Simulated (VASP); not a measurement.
# ZnSe: single point with PBE

ZnSe:

```
Zn Se
1.0
     0.00000    2.83380    2.83380
     2.83380    0.00000    2.83380
     2.83380    2.83380    0.00000
Zn Se
1 1
Direct
  0.00000 0.00000 0.00000
  0.75000 0.75000 0.75000
```

| Item | Value |
| --- | --- |
| Program | VASP 6.6.1 |
| Task | single point |
| Functional | PBE |
| Potentials or basis | VASP PAW PBE potentials, release 64 (Zn, Se) |
| Cutoff | 500 eV |
| k mesh | 4 × 4 × 4 |
| Occupations | gaussian, width 0.01 eV |
| Spin | no spin polarisation |

```json
{"Pressure": "2.7 GPa", "Band gap on the k mesh": "1.28 eV"}
```

Levels at points of the mesh, in eV from the valence-band top:
```
           k point  band 5  band 6  band 7  band 8  band 9  band 10  band 11  band 12  band 13  band 14
(0.00, 0.00, 0.00)   -6.21   -6.21    0.00    0.00    0.00     1.28     5.78     5.78     5.78     9.91
(0.50, 0.00, 0.00)   -6.19   -6.05   -5.24   -0.87   -0.87     2.53     6.36     6.36     8.57    10.97
(0.50, 0.50, 0.00)   -6.16   -6.03   -4.77   -2.19   -2.19     2.96     3.44    10.74    11.23    11.23
```

Wall time 4.6 s on 1 thread of AMD EPYC 9R45 96-Core Processor (Zen 5), on a shared host, peak memory 0.13 GiB.

Caveat: the k points lie up to 0.48 Å⁻¹ apart. A hybrid or GW would open this gap; PBE tends to underestimate it.
